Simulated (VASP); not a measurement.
A run of VASP 6.6.1 is set up as follows.

The input INCAR:

```
PREC     = Accurate       # precision mode
ENCUT    = 600            # plane-wave cutoff, eV
EDIFF    = 1E-6           # SCF threshold, eV
ISMEAR   = 0              # smearing method
SIGMA    = 0.02           # smearing width, eV
LREAL    = False          # projectors in reciprocal space
LASPH    = True           # aspherical terms in the spheres
NELM     = 120            # most SCF steps
ALGO     = Normal         # electronic algorithm
ISIF     = 2              # what is computed and relaxed
LWAVE    = False          # write WAVECAR
LCHARG   = False          # write CHGCAR
GGA      = PE             # functional
NBANDS   = 41             # bands
GGA_COMPAT= False
```

Contents of KPOINTS:

```
regular mesh
0
Gamma
  8 8 2
```

File POSCAR:

```
Mg5ZnO6
1.0
    3.0186229121      0.0000000000      0.0000000000
    0.0000000000      3.0186229121      0.0000000000
    0.0000000000      0.0000000000     12.7992760565
Mg Zn O
5 1 6
Direct
    0.0000000000      0.0000000000      0.6655847162
    0.5000000000      0.5000000000      0.5000000000
    0.0000000000      0.0000000000      0.3344152838
    0.5000000000      0.5000000000      0.1668094998
    0.5000000000      0.5000000000      0.8331905002
    0.0000000000      0.0000000000      0.0000000000
    0.0000000000      0.0000000000      0.5000000000
    0.5000000000      0.5000000000      0.3340229278
    0.0000000000      0.0000000000      0.1690970157
    0.5000000000      0.5000000000      0.0000000000
    0.0000000000      0.0000000000      0.8309029843
    0.5000000000      0.5000000000      0.6659770722
```

Potentials or basis: VASP PAW PBE potentials, release 64 (Mg, Zn, O).

The run is started by

```console
$ cat potpaw_PBE.64/Mg/POTCAR potpaw_PBE.64/Zn/POTCAR potpaw_PBE.64/O/POTCAR > POTCAR
$ mpirun -np 1 vasp_std > vasp.out
```

What does it give for the pressure?

-0.7 GPa.

Predict the largest force.

0.035 eV/Å.

What does it give for the band gap on the k mesh?

2.65 eV (least direct gap 3.45 eV).

Forces in eV/Å, atoms in the order of the input:
```
Mg   0.000  0.000 -0.003
Mg   0.000  0.000  0.000
Mg   0.000  0.000  0.003
Mg   0.000  0.000  0.003
Mg   0.000  0.000 -0.003
Zn   0.000  0.000  0.000
O    0.000  0.000  0.000
O    0.000  0.000  0.002
O    0.000  0.000  0.035
O    0.000  0.000  0.000
O    0.000  0.000 -0.035
O    0.000  0.000 -0.002
```

A k mesh can miss the band edges.
